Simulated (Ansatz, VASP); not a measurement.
One calculation of SnTe3As, two programs

The input INCAR:

```
ALGO = Normal
EDIFF = 1E-6
ENCUT = 520
GGA = PE
ISIF = 2
ISMEAR = 0
LASPH = True
LCHARG = False
LREAL = False
LWAVE = False
NBANDS = 26
NELM = 60
PREC = Accurate
SIGMA = 0.1
```

KPOINTS

```
k-points
0
Gamma
  4 4 4
```

Contents of POSCAR:

```
SnTe3As
1.0
    5.5568367800      0.0000000000      0.0000000000
    0.0000000000      5.5568367800      0.0000000000
    0.0000000000      0.0000000000      5.9868786000
Sn Te As
1 3 1
Direct
    0.0000000000      0.0000000000      0.5000000000
    0.5000000000      0.5000000000      0.5000000000
    0.0000000000      0.5000000000      0.5000000000
    0.5000000000      0.0000000000      0.5000000000
    0.0000000000      0.0000000000      0.0000000000
```

Input for Ansatz:

```yaml
crystal:
  lattice:
    - [5.55683678, 0.0, 0.0]
    - [0.0, 5.55683678, 0.0]
    - [0.0, 0.0, 5.9868786]
  atoms:
    - { symbol: Sn, position: [0.0, 0.0, 0.5] }
    - { symbol: Te, position: [0.5, 0.5, 0.5] }
    - { symbol: Te, position: [0.0, 0.5, 0.5] }
    - { symbol: Te, position: [0.5, 0.0, 0.5] }
    - { symbol: As, position: [0.0, 0.0, 0.0] }
basis:
  ecutwfc: 420
kpoints:
  mp_grid: { grid: [4, 4, 4] }
hamiltonian:
  xc: pbe
scf:
  occupations: { method: gaussian, width: 0.1 }
  lower_state_search: "off"
output:
  forces: true
  stress: true
  eigenvalues: true
```

Alike in both runs: task single point; functional PBE; k mesh 4 × 4 × 4; occupations gaussian, width 0.1 eV; no spin polarisation.

|  | VASP | Ansatz |
| --- | --- | --- |
| version | VASP 6.6.1 | Ansatz 0.2.0 |
| potentials or method | VASP PAW PBE potentials, release 64 (Sn_d, Te, As), cutoff 520 eV | scalar-relativistic, plane waves, PAW |
| valence electrons in the cell | 37 | 77 |

VASP gave:

- gap on the k mesh at the Fermi level (eV): none
- pressure (GPa): 8.6
- traceless stress, the component that is largest in VASP (GPa): -12.93

Question: Which values does Ansatz return?

Answer: gap on the k mesh at the Fermi level (eV): none; pressure (GPa): 8.6; traceless stress, the component that is largest in VASP (GPa): -12.90.

A gap of «none» marks a metal or a gap that the smearing closes. VASP's potentials hold 37 valence electrons a cell and Ansatz's 77, so a difference there can come from the potentials and not from the codes.

Neither program's run includes spin-orbit coupling.
